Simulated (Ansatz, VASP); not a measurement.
# KSi2Sb3 in VASP and in Ansatz

The input POSCAR:

```
KSi2Sb3
1.0
    3.9425072719      0.0000000026      0.0000000000
   -1.9712536382      3.4143114507      0.0000000000
    0.0000000000      0.0000000000     11.8778552600
K Si Sb
1 2 3
Direct
    0.0000000000      0.0000000000      0.0000000000
    0.3333333333      0.6666666667      0.6496742006
    0.6666666667      0.3333333333      0.3503257994
    0.3333333333      0.6666666667      0.2319793727
    0.6666666667      0.3333333333      0.7680206273
    0.0000000000      0.0000000000      0.5000000000
```

The input INCAR.step1:

```
PREC = Accurate ; ENCUT = 520
ISMEAR = -1 ; SIGMA = 0.03
LREAL = False ; LASPH = True
NELM = 100 ; NBANDS = 25
GGA = PE ; ALGO = Normal
EDIFF = 1E-4 ; LWAVE = True
LCHARG = False
```

Contents of INCAR.step2:

```
PREC = Accurate ; ENCUT = 520
EDIFF = 1E-6 ; ISMEAR = -1
SIGMA = 0.03 ; LREAL = False
LASPH = True ; NELM = 100
ALGO = Normal ; ISIF = 2
LWAVE = False ; LCHARG = False
METAGGA = R2SCAN ; LMIXTAU = True
LUSE_VDW = True ; IVDW_NL = 2
BPARAM = 11.95 ; CPARAM = 0.0093
NBANDS = 25 ; ISTART = 1
```

Contents of KPOINTS:

```
regular mesh
0
Gamma
  12 12 4
```

Input for Ansatz:

```yaml
crystal:
  lattice:
    - [3.9425072719, 2.6e-09, 0.0]
    - [-1.9712536382, 3.4143114507, 0.0]
    - [0.0, 0.0, 11.87785526]
  atoms:
    - { symbol: K, position: [0.0, 0.0, 0.0] }
    - { symbol: Si, position: [0.3333333333, 0.6666666667, 0.6496742006] }
    - { symbol: Si, position: [0.6666666667, 0.3333333333, 0.3503257994] }
    - { symbol: Sb, position: [0.3333333333, 0.6666666667, 0.2319793727] }
    - { symbol: Sb, position: [0.6666666667, 0.3333333333, 0.7680206273] }
    - { symbol: Sb, position: [0.0, 0.0, 0.5] }
kpoints:
  mp_grid: { grid: [12, 12, 4] }
  band_path:
    path:
      - [0.0, 0.0, 0.0]
      - [0.5, 0.0, 0.0]
      - [0.3333333333, 0.3333333333, 0.0]
      - [0.0, 0.0, 0.5]
      - [0.5, 0.0, 0.5]
      - [0.3333333333, 0.3333333333, 0.5]
    npoints: 1
hamiltonian:
  xc: r2scan
  dispersion: rvv10
scf:
  occupations: { method: fermi_dirac, width: 0.03 }
  n_extra_bands: 5
output:
  forces: true
  stress: true
  eigenvalues: true
  write_density: true
  write_potential: true
  elf: true
  volumetric_format: npy
```

Alike in both runs: task single point; functional r2SCAN; dispersion rVV10; k mesh 12 × 12 × 4; occupations fermi-dirac, width 0.03 eV; no spin polarisation.

|  | VASP | Ansatz |
| --- | --- | --- |
| version | VASP 6.6.1 | Ansatz 0.2.0 |
| potentials or method | VASP PAW PBE potentials, release 64 (K_sv, Si, Sb) | plane waves, PAW |
| plane-wave cutoff (eV) | 520 | 500 |
| valence electrons in the cell | 32 | 62 |

|  | VASP | Ansatz | Ansatz less VASP |
| --- | --- | --- | --- |
| pressure (GPa) | 0.3 | 0.0 | -0.27 |
| rms of the force components (eV/Å) | 0.015 | 0.003 | -0.0125 |

VASP's potentials were made for PBE, not for r2SCAN. Atom by atom the forces differ by 0.018 eV/Å (rms over components). VASP's potentials hold 32 valence electrons a cell and Ansatz's 62, so a difference there can come from the potentials and not from the codes.

Spin-orbit coupling is off throughout.
